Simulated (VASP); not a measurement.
A run of VASP 6.6.1 is set up as follows.

File INCAR:

```
ALGO = Normal
DIPOL = 0.5 0.5 0.500
EDIFF = 1E-6
ENCUT = 520
GGA = PE
GGA_COMPAT = F
IDIPOL = 3
ISIF = 2
ISMEAR = 0
LASPH = T
LCHARG = F
LDIPOL = T
LREAL = F
LWAVE = F
NBANDS = 22
NELM = 120
NELMDL = -8
PREC = Accurate
SIGMA = 0.02
```

The input KPOINTS:

```
k-points
0
Gamma
  9 9 1
```

POSCAR

```
As
1.0
    3.5550000000      0.0000000000      0.0000000000
   -1.7775000000      3.0787203105      0.0000000000
    0.0000000000      0.0000000000     28.0000000000
As
2
Direct
    0.3333333333      0.6666666667      0.5000000000
    0.6666666667      0.3333333333      0.5000000000
```

Potentials or basis: VASP PAW PBE potentials, release 64 (As_d).

The run is started by

```sh
$ cat potpaw_PBE.64/As_d/POTCAR > POTCAR
$ mpirun -np 1 vasp_std > vasp.out
```

(1) Predict the band gap on the k mesh.

## Answers

(1) zero (bands 15 and 16 overlap by 1.13 eV).
